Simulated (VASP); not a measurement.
Write the native input for VASP 6.6.1 that does the following.

| Item | Value |
| --- | --- |
| Task | single point |
| Functional | PBEsol |
| Potentials or basis | VASP PAW PBE potentials, release 64 (Sn_d, O) |
| Cutoff | 520 eV |
| k mesh | 12 × 12 × 12 |
| Occupations | gaussian, width 0.05 eV |
| Spin | no spin polarisation |
| Dipole correction | no |
| Further INCAR settings | ALGO = Normal; EDIFF = 1e-07; NBANDS = 20 |

The structure of SnO2 lies in POSCAR:

```
SnO2
1.0
    1.5217428458      0.8785786417      5.4210366978
   -1.5217428458      0.8785786417      5.4210366978
    0.0000000000     -1.7571572834      5.4210366978
Sn O
1 2
Direct
    0.5000000000      0.5000000000      0.5000000000
    0.2371700000      0.2371700000      0.2371700000
    0.7628300000      0.7628300000      0.7628300000
```

This cell differs from its parent crystal: ratio of the length along z to the lengths across it x 1.2, volume and fractional coordinates fixed.

These files were run (other wordings do the same):

INCAR

```
SYSTEM = SnO2
PREC     = Accurate       ! precision mode
ENCUT    = 520            ! plane-wave cutoff, eV
EDIFF    = 1E-7           ! SCF threshold, eV
ISMEAR   = 0              ! smearing method
SIGMA    = 0.05           ! smearing width, eV
LREAL    = .FALSE.        ! projectors in reciprocal space
LASPH    = .TRUE.         ! aspherical terms in the spheres
NELM     = 100            ! most SCF steps
ALGO     = Normal         ! electronic algorithm
ISIF     = 2              ! what is computed and relaxed
LWAVE    = .FALSE.        ! write WAVECAR
LCHARG   = .FALSE.        ! write CHGCAR
GGA      = PS             ! functional
NBANDS   = 20             ! bands
```

KPOINTS

```
Automatic mesh
0
G
  12 12 12
  0 0 0
```

Potentials or basis: VASP PAW PBE potentials, release 64 (Sn_d, O).

Launch:

```sh
$ cat potpaw_PBE.64/Sn_d/POTCAR potpaw_PBE.64/O/POTCAR > POTCAR
$ mpirun -np 1 vasp_std > vasp.out
```

Results of the run:

```json
{"Pressure": "6.0 GPa", "Largest force": "0.999 eV/Å", "Band gap on the k mesh": "2.88 eV (least direct gap 3.09 eV)"}
```

Caveat: the stress differs along the axes, from -9 to 13 GPa; the PAW data sets were made with another functional, which shifts forces and pressure a little; spin-orbit coupling is left out, which moves the levels of the heavy elements.

Run time: 5.2 min on 1 thread of AMD EPYC 7R13 Processor (Zen 3) (shared host), peak memory 0.32 GiB.
